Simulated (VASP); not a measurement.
# Ge (P-43m) in VASP: relaxation of the atoms with PBE

Aim: the relaxation of the atoms of Ge with PBE.

Everything below comes from runs of VASP 6.6.1. Logs are shortened: lines on timing, memory, paths and dates and some standing lists are left out, and cuts for length are marked.

**1. The cell of the first run**

Symmetry: P-43m, No. 215, cubic system. The conventional cell has a = 5.761 Å, b = 5.761 Å, c = 5.761 Å, α = 90.00°, β = 90.00°, γ = 90.00°. Ge (site symmetry -42m) has 4 Ge at 2.49 Å within 3.3 Å. Ge (site symmetry 3m) has 3 Ge at 2.49 Å within 3.3 Å.

**2. Relaxation of the atoms, PBE (atoms taken out)**

File INCAR:

```
ALGO = Normal ; EDIFF = 1E-7
EDIFFG = -0.025 ; ENCUT = 520
GGA = PE ; IBRION = 2
ISIF = 2 ; ISMEAR = 0
LASPH = True ; LCHARG = False
LREAL = False ; LWAVE = False
NELM = 80 ; NSW = 65
PREC = Accurate ; SIGMA = 0.1
```

File KPOINTS:

```
k-points
0
Gamma
  5 5 5
```

File POSCAR:

```
Ge
1.0
    0.0000000000      5.7610728650      0.0000000000
   -5.7610728650      0.0000000000      0.0000000000
    0.0000000000      0.0000000000      5.7610728650
Ge
7
Direct
    0.5000000000      0.0000000000      0.5000000000
    0.0000000000      1.0000000000      0.0000000000
    0.5000000000      0.5000000000      0.0000000000
    0.2500000000      0.7500000000      0.2500000000
    0.7500000000      0.2500000000      0.2500000000
    0.2500000000      0.2500000000      0.7500000000
    0.7500000000      0.7500000000      0.7500000000
```

Potentials or basis: VASP PAW PBE potentials, release 64 (Ge_d).

Command:

```bash
> cat potpaw_PBE.64/Ge_d/POTCAR > POTCAR
> mpirun -np 1 vasp_std > vasp.out
```

OUTCAR:

```text
EDIFF = 1E-7
   EDIFFG = -0.025
   ENCUT = 520
   GGA = PE
   IBRION = 2
   ISIF = 2
   ISMEAR = 0
   LASPH = True
   LREAL = False
   NELM = 80
   NSW = 65
   PREC = Accurate

 ion  position               nearest neighbor table
   1  0.500  0.000  0.500-   4 2.49   5 2.49   6 2.49   7 2.49
   2  0.000  0.000  0.000-   4 2.49   5 2.49   6 2.49   7 2.49
   3  0.500  0.500  0.000-   4 2.49   5 2.49   6 2.49   7 2.49
   4  0.250  0.750  0.250-   1 2.49   2 2.49   3 2.49
   5  0.750  0.250  0.250-   1 2.49   2 2.49   3 2.49
   6  0.250  0.250  0.750-   1 2.49   2 2.49   3 2.49
   7  0.750  0.750  0.750-   1 2.49   2 2.49   3 2.49

  LATTYP: Found a simple cubic cell.
 ALAT       =     5.7610728650

  Lattice vectors:

 A1 = (   0.0000000000,   5.7610728650,   0.0000000000)
 A2 = (  -5.7610728650,   0.0000000000,   0.0000000000)
 A3 = (   0.0000000000,   0.0000000000,   5.7610728650)

Analysis of symmetry for initial positions (statically):
=====================================================================
 Subroutine PRICEL returns:
 Original cell was already a primitive cell.

 Routine SETGRP: Setting up the symmetry group for a
 simple cubic supercell.

 Subroutine GETGRP returns: Found 24 space group operations
 (whereof  8 operations were pure point group operations)
 out of a pool of 48 trial point group operations.

The static configuration has the point symmetry D_2d.
 The point group associated with its full space group is T_d .

Analysis of symmetry for dynamics (positions and initial velocities):
=====================================================================
 Subroutine PRICEL returns:
 Original cell was already a primitive cell.

 Routine SETGRP: Setting up the symmetry group for a
 simple cubic supercell.

 Subroutine GETGRP returns: Found 24 space group operations
 (whereof  8 operations were pure point group operations)
 out of a pool of 48 trial point group operations.

The dynamic configuration has the point symmetry D_2d.
 The point group associated with its full space group is T_d .

 Subroutine INISYM returns: Found 24 space group operations
 (whereof  8 operations are pure point group operations),
 and found     1 'primitive' translations

----------------------------------------------------------------------------------------

                                     Primitive cell
[... 74 lines left out ...]
   NGX,Y,Z   is equivalent  to a cutoff of  13.85, 13.85, 13.85 a.u.
   NGXF,Y,Z  is equivalent  to a cutoff of  27.70, 27.70, 27.70 a.u.
 SYSTEM =  unknown system
   PREC   = accura    normal or accurate (medium, high low for compatibility)
   ISTART =      0    job   : 0-new  1-cont  2-samecut
   ICHARG =      2    charge: 1-file 2-atom 10-const
   ISPIN  =      1    spin polarized calculation?
   LNONCOLLINEAR =      F non collinear calculations
   LSORBIT =      F    spin-orbit coupling
   LASPH  =      T    aspherical Exc in radial PAW
   ENCUT  =  520.0 eV  38.22 Ry    6.18 a.u.  10.71 10.71 10.71*2*pi/ulx,y,z
   NELM   =     80;   NELMIN=  2; NELMDL= -5     # of ELM steps
   EDIFF  = 0.1E-06   stopping-criterion for ELM
   LREAL  =      F    real-space projection
   EDIFFG = -.3E-01   stopping-criterion for IOM
   NSW    =     65    number of steps for IOM
   IBRION =      2    ionic relax: 0-MD 1-quasi-New 2-CG
   NFREE  =      1    steps in history (QN), initial steepest desc. (CG)
   ISIF   =      2    stress and relaxation
   ISYM   =      2    0-nonsym 1-usesym 2-fastsym
   POTIM  = 0.5000    time-step for ionic-motion
   TEBEG  =    0.0;   TEEND  =   0.0 temperature during run
   PSTRESS=    0.0 pullay stress
   NELECT =      98.0000    total number of electrons
   NUPDOWN=      -1.0000    fix difference up-down
   EMIN   =  10.00;   EMAX   =-10.00  energy-range for DOS
   EFERMI =   0.00;   METHOD = LEGACY
   ISMEAR =     0;   SIGMA  =   0.10  broadening in eV -4-tet -1-fermi 0-gaus
   EFERMI_NEDOS =   21; number of points for ismear=-14 and -15
   IALGO  =     38    algorithm
   IMIX   =      4    mixing-type and parameters
     AMIX     =   0.40;   BMIX     =  1.00
     AMIX_MAG =   1.60;   BMIX_MAG =  1.00
  volume/ion in A,a.u.               =      27.32       184.34
  Fermi-wavevector in a.u.,A,eV,Ry     =   1.310127  2.475782 23.353495  1.716433
  Thomas-Fermi vector in A             =   2.440679
   LORBIT       =      0    0 simple, 1 ext, 2 COOP (PROOUT), +10 PAW based schemes
   GGA     = PE    functional components
   LHFCALC =     F    Hartree Fock is set to
   AEXX    =    0.0000 exact exchange contribution
   IVDW    =     0    specifies the selected vdW correction
   LEPSILON=     F    determine dielectric tensor
   LRPA    =     F    only Hartree local field effects (RPA)
 conjugate gradient relaxation of ions
 non-spin polarized calculation
 Gauss-broadening in eV      SIGMA  =   0.10
  energy-cutoff  :      520.00
  volume of cell :      191.21
 maximum number of plane-waves:      5177
 NGX is ok and might be reduce to    48
   NGX = 21   NGY = 21   NGZ = 21

--------------------------------------- Ionic step        1  -------------------------------------------

 number of electron      98.0000013 magnetization

 Free energy of the ion-electron system (eV)
  ---------------------------------------------------
  ext. energy  EPLUGINS =         0.00000000
  ---------------------------------------------------
  free energy    TOTEN  =       -29.40169731 eV

  energy without entropy =      -29.38945667  energy(sigma->0) =      -29.39557699

------------------------ aborting loop because EDIFF is reached ----------------------------------------

  FORCE on cell =-STRESS in cart. coord.  units (eV):
  Direction    XX          YY          ZZ          XY          YZ          ZX
  --------------------------------------------------------------------------------------
  -------------------------------------------------------------------------------------
  Total       -1.5756783     -1.5756783     -1.5756783     -0.0000000     -0.0000000      0.0000000
  in kB      -13.2028604    -13.2028604    -13.2028604     -0.0000000     -0.0000000      0.0000000
  external PRESSURE =     -13.2028604 kB  Pullay stress =       0.0000000 kB
[... 69 lines left out ...]
--------------------------------------- Ionic step        3  -------------------------------------------

 number of electron      98.0000023 magnetization

 Free energy of the ion-electron system (eV)
  ---------------------------------------------------
  ext. energy  EPLUGINS =         0.00000000
  ---------------------------------------------------
  free energy    TOTEN  =       -29.44427211 eV

  energy without entropy =      -29.43204011  energy(sigma->0) =      -29.43815611

 E-fermi :   3.2299     XC(G=0):  -9.1249

 val. band max:        3.1532026382   @ k =   0.4000   0.4000   0.4000
 cond. band min:       3.2605638101   @ k =   0.4000   0.2000   0.0000
 fundamental gap:      0.1073611719
 Fermi energy:         3.2299186763

 k-point     1 :       0.0000    0.0000    0.0000
  band No.  band energies     occupation
      1     -21.4549      2.00000
      2     -21.4549      2.00000
      3     -21.4549      2.00000
      4     -21.4540      2.00000
      5     -21.4540      2.00000
      6     -21.4540      2.00000
[... 633 lines left out ...]
  FREE ENERGIE OF THE ION-ELECTRON SYSTEM (eV)
  ---------------------------------------------------
  free  energy   TOTEN  =       -29.4442721114 eV

  energy  without entropy=      -29.4320401093  energy(sigma->0) =      -29.43815611

 reached required accuracy - stopping structural energy minimisation
```

CONTCAR:

```text
Ge
   1.00000000000000
     0.0000000000000000    5.7610728650000000    0.0000000000000000
    -5.7610728650000000    0.0000000000000000    0.0000000000000000
     0.0000000000000000    0.0000000000000000    5.7610728650000000
  Ge
     7
Direct
     0.5000000000000000    0.0000000000000000    0.5000000000000000
     0.0000000000000000    0.0000000000000000    0.0000000000000000
     0.5000000000000000    0.5000000000000000    0.0000000000000000
     0.2435890514071056    0.7435890514071056    0.2564109485928943
     0.7564109485928944    0.2564109485928943    0.2564109485928943
     0.2435890514071056    0.2564109485928943    0.7435890514071056
     0.7564109485928944    0.7435890514071056    0.7435890514071056

  0.00000000E+00  0.00000000E+00  0.00000000E+00
  0.00000000E+00  0.00000000E+00  0.00000000E+00
  0.00000000E+00  0.00000000E+00  0.00000000E+00
  0.00000000E+00  0.00000000E+00  0.00000000E+00
  0.00000000E+00  0.00000000E+00  0.00000000E+00
  0.00000000E+00  0.00000000E+00  0.00000000E+00
  0.00000000E+00  0.00000000E+00  0.00000000E+00
```

Run time: 4.6 min. Hardware: 1 thread of Intel Xeon Platinum 8259CL at 2.50GHz (Skylake/Cascade Lake), shared host; peak memory 0.35 GiB.

Results:

* Free energy: -29.4443 eV
* Energy gained by relaxing: 6.1 meV/atom
* Ionic steps: 3
* Pressure after relaxing: -2.3 GPa
* Band gap on the k mesh: zero (bands 49 and 50 overlap by 0.59 eV)

Step by step:
```csv
step,energy change (eV),largest force (eV/Å),pressure (GPa)
1,0.0000,0.3315,-1.32
2,-0.0186,0.2495,-1.56
3,-0.0426,0.0006,-2.31
```

Final structure:
```
Ge
1.0
     0.00000    5.76107    0.00000
    -5.76107    0.00000    0.00000
     0.00000    0.00000    5.76107
Ge
7
Direct
  0.50000 0.00000 0.50000
  0.00000 0.00000 0.00000
  0.50000 0.50000 0.00000
  0.24359 0.74359 0.25641
  0.75641 0.25641 0.25641
  0.24359 0.25641 0.74359
  0.75641 0.74359 0.74359
```

Caveat: the cell differs from its parent crystal (atoms taken out); semilocal functionals underestimate gaps, and a narrow one can read as zero.

The gap in the log of VASP goes by the Fermi energy; the results here count the filled bands.